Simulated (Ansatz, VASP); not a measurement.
**One calculation of Pt, two programs**

```
Pt
1.0
     2.86143    0.00000    0.00000
    -1.43071    2.47807    0.00000
     0.00000    0.00000    4.47147
Pt
2
Direct
  0.66667 0.33333 0.75000
  0.33333 0.66667 0.25000
```

Change from the starting cell: strain +0.050 along x and y, -0.050 along z, atoms carried along.

Alike in both runs: task single point; functional PBEsol; k mesh 24 × 24 × 14; occupations gaussian, width 0.15 eV; no spin polarisation.

|  | VASP | Ansatz |
| --- | --- | --- |
| version | VASP 6.6.1 | Ansatz 0.2.0 |
| potentials or method | VASP PAW PBE potentials, release 64 (Pt), cutoff 520 eV | scalar-relativistic, plane waves, PAW |
| valence electrons in the cell | 20 | 36 |

```csv
,VASP,Ansatz,Ansatz less VASP
gap on the k mesh at the Fermi level (eV),none,none,-
pressure (GPa),-11.0,-10.7,+0.37
"traceless stress, the component that is largest in VASP (GPa)",6.10,6.11,+0.010
```

VASP's potentials were made for PBE, not for PBEsol. A gap of «none» marks a metal or a gap that the smearing closes. VASP's potentials hold 20 valence electrons a cell and Ansatz's 36, so a difference there can come from the potentials and not from the codes.

Neither program's run includes spin-orbit coupling.
